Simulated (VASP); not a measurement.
Wanted: the native input for a VASP 6.6.1 run.

```
Task                   : single point
Functional             : PBE
Potentials or basis    : VASP PAW PBE potentials, release 64 (Al, Ga_d, N)
Cutoff                 : 520 eV
k mesh                 : 12 × 12 × 4
Occupations            : gaussian, width 0.1 eV
Spin                   : no spin polarisation
Dipole correction      : no
Further INCAR settings : ALGO = Normal; EDIFF = 1e-06; NBANDS = 35
```

The structure of AlGa3N2 lies in POSCAR:

```
AlGa3N2
1.0
    3.1098226350      0.0000000000      0.0000000000
   -1.5549113175      2.6931854032      0.0000000000
    0.0000000000      0.0000000000      9.1310952023
Al Ga N
1 3 2
Direct
    0.3333333333      0.6666666667      0.2543581659
    0.0000000000      0.0000000000      0.9740699440
    0.6666666667      0.3333333333      0.5274491263
    0.0000000000      0.0000000000      0.7120558204
    0.3333333333      0.6666666667      0.0518136780
    0.6666666667      0.3333333333      0.3172532652
```

These files were run (other wordings do the same):

INCAR

```
PREC     = Accurate       # precision mode
ENCUT    = 520            # plane-wave cutoff, eV
EDIFF    = 1E-6           # SCF threshold, eV
ISMEAR   = 0              # smearing method
SIGMA    = 0.1            # smearing width, eV
LREAL    = F              # projectors in reciprocal space
LASPH    = T              # aspherical terms in the spheres
NELM     = 100            # most SCF steps
ALGO     = Normal         # electronic algorithm
ISIF     = 2              # what is computed and relaxed
LWAVE    = F              # write WAVECAR
LCHARG   = F              # write CHGCAR
GGA      = PE             # functional
NBANDS   = 35             # bands
```

KPOINTS

```
Automatic mesh
0
Gamma
  12 12 4
```

Potentials or basis: VASP PAW PBE potentials, release 64 (Al, Ga_d, N).

Command:

```bash
$ cat potpaw_PBE.64/Al/POTCAR potpaw_PBE.64/Ga_d/POTCAR potpaw_PBE.64/N/POTCAR > POTCAR
$ mpirun -np 1 vasp_std > vasp.out
```

Results of the run:

```json
{
  "Pressure": "13.3 GPa",
  "Largest force": "0.016 eV/Å",
  "Band gap on the k mesh": "zero (bands 26 and 27 overlap by 3.32 eV)"
}
```

Caveat: the cell stands under pressure.

It took 3 min on 1 thread of Intel(R) Xeon(R) Platinum 8259CL CPU @ 2.50GHz (Skylake/Cascade Lake) (shared host), peak memory 0.29 GiB.
